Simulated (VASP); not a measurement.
# BiTe (I4mm) in VASP: a series of runs

Runs on BiTe. Level: PBEsol. Tasks: single point.

Everything below comes from runs of VASP 6.6.1. Logs are shortened: lines on timing, memory, paths and dates and some standing lists are left out, and cuts for length are marked.

## Step 1: The cell of the first run

It takes space group I4mm (No. 107, tetragonal). The conventional cell has a = 4.575 Å, b = 4.575 Å, c = 6.470 Å, α = 90.00°, β = 90.00°, γ = 90.00°. Bi (site symmetry 4mm) has 6 Te at 3.16 to 3.31 Å within 4.2 Å. Te (site symmetry 4mm) has 6 Bi at 3.16 to 3.31 Å within 4.2 Å.

## Step 2: Single point, PBEsol (all Bi atoms moved +0.075 Å, as atom 1 along Cartesian [1 0 0])

The input, INCAR:

```
SYSTEM = BiTe
PREC = Accurate ; ENCUT = 520
EDIFF = 1E-7 ; ISMEAR = 0
SIGMA = 0.15 ; LREAL = .False.
LASPH = .True. ; NELM = 100
ALGO = Normal ; ISIF = 2
LWAVE = .False. ; LCHARG = .False.
GGA = PS ; NBANDS = 18
```

The input, KPOINTS:

```
regular mesh
0
Gamma
  14 14 14
  0 0 0
```

The input, POSCAR:

```
BiTe
1.0
    0.0000000000      3.2350000000      3.2350000000
    3.2350000000      0.0000000000      3.2350000000
    3.2350000000      3.2350000000      0.0000000000
Bi Te
1 1
Direct
   -0.0115919629      0.0115919629      0.0115919629
    0.5000000000      0.5000000000      0.5000000000
```

Potentials or basis: VASP PAW PBE potentials, release 64 (Bi_d, Te).

Started as:

```sh
> cat potpaw_PBE.64/Bi_d/POTCAR potpaw_PBE.64/Te/POTCAR > POTCAR
> mpirun -np 1 vasp_std > vasp.out
```

OUTCAR:

```text
SYSTEM = BiTe
   PREC = Accurate
   ENCUT = 520
   EDIFF = 1E-7
   ISMEAR = 0
   LREAL = .False.
   LASPH = .True.
   NELM = 100
   ISIF = 2
   GGA = PS

 ion  position               nearest neighbor table
   1  0.988  0.012  0.012-   2 3.16   2 3.24   2 3.24   2 3.24   2 3.24   2 3.31
   2  0.500  0.500  0.500-   1 3.16   1 3.24   1 3.24   1 3.24   1 3.24   1 3.31

  LATTYP: Found a face centered cubic cell.
 ALAT       =     6.4700000000

  Lattice vectors:

 A1 = (   0.0000000000,   3.2350000000,   3.2350000000)
 A2 = (   3.2350000000,   0.0000000000,   3.2350000000)
 A3 = (   3.2350000000,   3.2350000000,   0.0000000000)

Analysis of symmetry for initial positions (statically):
=====================================================================
 Subroutine PRICEL returns:
 Original cell was already a primitive cell.

 Routine SETGRP: Setting up the symmetry group for a
 face centered cubic supercell.

 Subroutine GETGRP returns: Found  8 space group operations
 (whereof  8 operations were pure point group operations)
 out of a pool of 48 trial point group operations.

The static configuration has the point symmetry C_4v.

Analysis of symmetry for dynamics (positions and initial velocities):
=====================================================================
 Subroutine PRICEL returns:
 Original cell was already a primitive cell.

 Routine SETGRP: Setting up the symmetry group for a
 face centered cubic supercell.

 Subroutine GETGRP returns: Found  8 space group operations
 (whereof  8 operations were pure point group operations)
 out of a pool of 48 trial point group operations.

The dynamic configuration has the point symmetry C_4v.

 Subroutine INISYM returns: Found  8 space group operations
 (whereof  8 operations are pure point group operations),
 and found     1 'primitive' translations

----------------------------------------------------------------------------------------

                                     Primitive cell

  volume of cell :      67.7100

  direct lattice vectors                    reciprocal lattice vectors
     0.000000000  3.235000000  3.235000000    -0.154559505  0.154559505  0.154559505
     3.235000000  0.000000000  3.235000000     0.154559505 -0.154559505  0.154559505
     3.235000000  3.235000000  0.000000000     0.154559505  0.154559505 -0.154559505

  length of vectors
     4.574980874  4.574980874  4.574980874     0.267704916  0.267704916  0.267704916

  position of ions in fractional coordinates (direct lattice)
     0.988408037  0.011591963  0.011591963
     0.500000000  0.500000000  0.500000000

  ion indices of the primitive-cell ions
   primitive index   ion index
                 1           1
                 2           2

----------------------------------------------------------------------------------------

 KPOINTS: regular mesh

Automatic generation of k-mesh.
 Grid dimensions read from file:
 generate k-points for:   14   14   14

 Generating k-lattice:

  Cartesian coordinates                     Fractional coordinates (reciprocal lattice)
    -0.011039965  0.011039965  0.011039965     0.071428571  0.000000000  0.000000000
     0.011039965 -0.011039965  0.011039965     0.000000000  0.071428571  0.000000000
     0.011039965  0.011039965 -0.011039965     0.000000000  0.000000000  0.071428571

  Length of vectors
     0.019121780  0.019121780  0.019121780

  Shift w.r.t. Gamma in fractional coordinates (k-lattice)
     0.000000000  0.000000000  0.000000000

 Subroutine IBZKPT returns following result:
 ===========================================

 Found    244 irreducible k-points:

 Following reciprocal coordinates:
            Coordinates               Weight
  0.000000  0.000000  0.000000      1.000000
  0.071429  0.000000  0.000000      8.000000
  0.142857  0.000000  0.000000      8.000000
  0.214286  0.000000  0.000000      8.000000
  0.285714  0.000000  0.000000      8.000000
  0.357143  0.000000  0.000000      8.000000
[... 16 lines left out ...]
 -0.428571  0.071429  0.000000     16.000000
  0.000000 -0.428571  0.071429      8.000000
 [... further k-points ...]
   k-points           NKPTS =    244   k-points in BZ     NKDIM =    244   number of bands    NBANDS=     18
   number of dos      NEDOS =    301   number of ions     NIONS =      2
   total plane-waves  NPLWV =  46656
   dimension x,y,z NGX =    36 NGY =   36 NGZ =   36
   dimension x,y,z NGXF=    72 NGYF=   72 NGZF=   72
   ions per type =               1   1
   NGX,Y,Z   is equivalent  to a cutoff of  13.08, 13.08, 13.08 a.u.
   NGXF,Y,Z  is equivalent  to a cutoff of  26.16, 26.16, 26.16 a.u.
 SYSTEM =  BiTe
   PREC   = accura    normal or accurate (medium, high low for compatibility)
   ISTART =      0    job   : 0-new  1-cont  2-samecut
   ICHARG =      2    charge: 1-file 2-atom 10-const
   ISPIN  =      1    spin polarized calculation?
   LNONCOLLINEAR =      F non collinear calculations
   LSORBIT =      F    spin-orbit coupling
   LASPH  =      T    aspherical Exc in radial PAW
   ENCUT  =  520.0 eV  38.22 Ry    6.18 a.u.   8.51  8.51  8.51*2*pi/ulx,y,z
   NELM   =    100;   NELMIN=  2; NELMDL= -5     # of ELM steps
   EDIFF  = 0.1E-06   stopping-criterion for ELM
   LREAL  =      F    real-space projection
   EDIFFG = 0.1E-05   stopping-criterion for IOM
   NSW    =      0    number of steps for IOM
   IBRION =     -1    ionic relax: 0-MD 1-quasi-New 2-CG
   NFREE  =      0    steps in history (QN), initial steepest desc. (CG)
   ISIF   =      2    stress and relaxation
   ISYM   =      2    0-nonsym 1-usesym 2-fastsym
   POTIM  = 0.5000    time-step for ionic-motion
   TEBEG  =    0.0;   TEEND  =   0.0 temperature during run
   PSTRESS=    0.0 pullay stress
   NELECT =      21.0000    total number of electrons
   NUPDOWN=      -1.0000    fix difference up-down
   EMIN   =  10.00;   EMAX   =-10.00  energy-range for DOS
   EFERMI =   0.00;   METHOD = LEGACY
   ISMEAR =     0;   SIGMA  =   0.15  broadening in eV -4-tet -1-fermi 0-gaus
   EFERMI_NEDOS =   21; number of points for ismear=-14 and -15
   IALGO  =     38    algorithm
   IMIX   =      4    mixing-type and parameters
     AMIX     =   0.40;   BMIX     =  1.00
     AMIX_MAG =   1.60;   BMIX_MAG =  1.00
  volume/ion in A,a.u.               =      33.86       228.46
  Fermi-wavevector in a.u.,A,eV,Ry     =   1.108146  2.094092 16.707785  1.227988
  Thomas-Fermi vector in A             =   2.244669
   LORBIT       =      0    0 simple, 1 ext, 2 COOP (PROOUT), +10 PAW based schemes
   GGA     = PS    functional components
   LHFCALC =     F    Hartree Fock is set to
   AEXX    =    0.0000 exact exchange contribution
   IVDW    =     0    specifies the selected vdW correction
   LEPSILON=     F    determine dielectric tensor
   LRPA    =     F    only Hartree local field effects (RPA)
 non-spin polarized calculation
 Gauss-broadening in eV      SIGMA  =   0.15
  energy-cutoff  :      520.00
  volume of cell :       67.71
 maximum number of plane-waves:      1845
 NGX is ok and might be reduce to    36
   NGX = 17   NGY = 17   NGZ = 17

 number of electron      21.0000000 magnetization

 Free energy of the ion-electron system (eV)
  ---------------------------------------------------
  ext. energy  EPLUGINS =         0.00000000
  ---------------------------------------------------
  free energy    TOTEN  =        -7.97580982 eV

  energy without entropy =       -7.95979008  energy(sigma->0) =       -7.96779995

 E-fermi :   6.5015     XC(G=0):  -9.5927

 val. band max:        6.5003307164   @ k =   0.3571   0.1429  -0.3571
 cond. band min:       6.5310425931   @ k =   0.0000  -0.4286   0.1429
 fundamental gap:      0.0307118768
 Fermi energy:         6.5014849697

 k-point     1 :       0.0000    0.0000    0.0000
  band No.  band energies     occupation
      1     -16.5716      2.00000
      2     -16.5679      2.00000
      3     -16.5657      2.00000
      4     -16.5657      2.00000
      5     -16.5635      2.00000
      6      -7.0506      2.00000
[... 10 lines left out ...]
     17      12.4754      0.00000
     18      12.9222      0.00000

 k-point     2 :       0.0714    0.0000    0.0000
  band No.  band energies     occupation
      1     -16.5717      2.00000
      2     -16.5681      2.00000
      3     -16.5655      2.00000
      4     -16.5654      2.00000
      5     -16.5632      2.00000
      6      -7.0049      2.00000
[... 10 lines left out ...]
     17      12.8092      0.00000
     18      13.3054      0.00000

 k-point     3 :       0.1429    0.0000    0.0000
  band No.  band energies     occupation
      1     -16.5723      2.00000
      2     -16.5687      2.00000
      3     -16.5651      2.00000
      4     -16.5645      2.00000
      5     -16.5626      2.00000
      6      -6.8685      2.00000
[... 10 lines left out ...]
     17      13.6270      0.00000
     18      14.1225      0.00000

 k-point     4 :       0.2143    0.0000    0.0000
  band No.  band energies     occupation
      1     -16.5731      2.00000
      2     -16.5697      2.00000
      3     -16.5646      2.00000
      4     -16.5630      2.00000
      5     -16.5614      2.00000
      6      -6.6434      2.00000
[... 375 lines left out ...]
      4     -16.5583      2.00000
      5     -16.5577      2.00000
      6      -5.1726      2.00000
[... 10 lines left out ...]
     17      14.7530      0.00000
     18      15.7364      0.00000

 k-point    23 :      -0.4286    0.0714    0.0000
  band No.  band energies     occupation
      1     -16.5758      2.00000
      2     -16.5727      2.00000
      3     -16.5630      2.00000
      4     -16.5587      2.00000
      5     -16.5575      2.00000
      6      -5.3112      2.00000
[... 10 lines left out ...]
     17      15.1188      0.00000
     18      16.0935      0.00000

 k-point    24 :       0.0000   -0.4286    0.0714
  band No.  band energies     occupation
      1     -16.5760      2.00000
      2     -16.5724      2.00000
      3     -16.5631      2.00000
      4     -16.5587      2.00000
      5     -16.5574      2.00000
      6      -5.3116      2.00000
[... 10 lines left out ...]
     17      15.1165      0.00000
     18      16.0967      0.00000

 [... further k-points ...]

------------------------ aborting loop because EDIFF is reached ----------------------------------------

  FORCE on cell =-STRESS in cart. coord.  units (eV):
  Direction    XX          YY          ZZ          XY          YZ          ZX
  --------------------------------------------------------------------------------------
  -------------------------------------------------------------------------------------
  Total       -0.6519419     -0.7095499     -0.7095499      0.0000000      0.0000000      0.0000000
  in kB      -15.4264734    -16.7896133    -16.7896133      0.0000000      0.0000000      0.0000000
  external PRESSURE =     -16.3352333 kB  Pullay stress =       0.0000000 kB

 VOLUME and BASIS-vectors are now :
 -----------------------------------------------------------------------------
  energy-cutoff  :      520.00
  volume of cell :       67.71
      direct lattice vectors                 reciprocal lattice vectors
     0.000000000  3.235000000  3.235000000    -0.154559505  0.154559505  0.154559505
     3.235000000  0.000000000  3.235000000     0.154559505 -0.154559505  0.154559505
     3.235000000  3.235000000  0.000000000     0.154559505  0.154559505 -0.154559505

 POSITION                                       TOTAL-FORCE (eV/Angst)
 -----------------------------------------------------------------------------------
      0.07500      3.23500      3.23500        -0.173363      0.000000      0.000000
      3.23500      3.23500      3.23500         0.173363      0.000000      0.000000
 -----------------------------------------------------------------------------------
    total drift:                               -0.000065      0.000000     -0.000000

  FREE ENERGIE OF THE ION-ELECTRON SYSTEM (eV)
  ---------------------------------------------------
  free  energy   TOTEN  =        -7.9758098155 eV

  energy  without entropy=       -7.9597900802  energy(sigma->0) =       -7.96779995
```

Wall time 2.6 min (1 thread of Intel Xeon Platinum 8488C (Sapphire Rapids), shared host); peak memory 0.43 GiB.

What came out:

* Free energy: -7.9758 eV
* Pressure: -1.6 GPa
* Largest force: 0.173 eV/Å
* Band gap on the k mesh: zero (an odd number of electrons rules out a gap without spin polarisation)

Forces in eV/Å, atoms in the order of the input:
```
Bi  -0.173  0.000  0.000
Te   0.173  0.000  0.000
```

Caveat: the cell differs from its parent crystal (all Bi atoms moved +0.075 Å, as atom 1 along Cartesian [1 0 0]); the PAW data sets were made with another functional, which shifts forces and pressure a little; spin-orbit coupling is left out, which moves the levels of the heavy elements.

## Step 3: Single point, PBEsol (all Bi atoms moved +0.025 Å, as atom 1 along Cartesian [1 0 0])

The input, INCAR:

```
PREC = Accurate ; ENCUT = 520
EDIFF = 1E-7 ; ISMEAR = 0
SIGMA = 0.15 ; LREAL = F
LASPH = T ; NELM = 100
ALGO = Normal ; ISIF = 2
LWAVE = F ; LCHARG = F
GGA = PS ; NBANDS = 18
```

The input, KPOINTS:

```
Automatic mesh
0
Gamma
  14 14 14
```

Changes to POSCAR since step 2:

```diff
@@ -8,3 +8,3 @@
 Direct
-   -0.0115919629      0.0115919629      0.0115919629
+   -0.0038639876      0.0038639876      0.0038639876
     0.5000000000      0.5000000000      0.5000000000
```

Potentials or basis: VASP PAW PBE potentials, release 64 (Bi_d, Te).

Started as:

```sh
> cat potpaw_PBE.64/Bi_d/POTCAR potpaw_PBE.64/Te/POTCAR > POTCAR
> mpirun -np 1 vasp_std > vasp.out
```

Run time: 2.6 min. Hardware: 1 thread of Intel Xeon Platinum 8488C (Sapphire Rapids), shared host; peak memory 0.43 GiB.

It converged, with:

```yaml
Free_energy: -7.9815 eV
Pressure: -1.7 GPa
Largest_force: 0.057 eV/Å
Band_gap_on_the_k_mesh: zero (an odd number of electrons rules out a gap without spin polarisation)
```

Forces in eV/Å, atoms in the order of the input:
```
Bi  -0.057  0.000  0.000
Te   0.057  0.000  0.000
```

Levels at points of the mesh, in eV from the Fermi level:
```
           k point  band 7  band 8  band 9  band 10  band 11  band 12  band 13  band 14
(0.00, 0.00, 0.00)   -8.15   -2.54   -2.53    -2.53     2.14     2.14     2.15     4.63
(0.50, 0.00, 0.00)  -11.26   -1.91   -1.91    -1.61    -0.86    -0.63    -0.63     7.23
(0.50, 0.50, 0.00)   -9.96   -5.68   -4.02    -4.01     2.16     3.59     3.59     4.95
(0.00, 0.50, 0.50)   -9.97   -5.68   -4.01    -4.01     2.17     3.59     3.59     4.95
```

Caveat: the cell differs from its parent crystal (all Bi atoms moved +0.025 Å, as atom 1 along Cartesian [1 0 0]); the PAW data sets were made with another functional, which shifts forces and pressure a little; spin-orbit coupling is left out, which moves the levels of the heavy elements.

The gap in the log of VASP goes by the Fermi energy; the results here count the filled bands.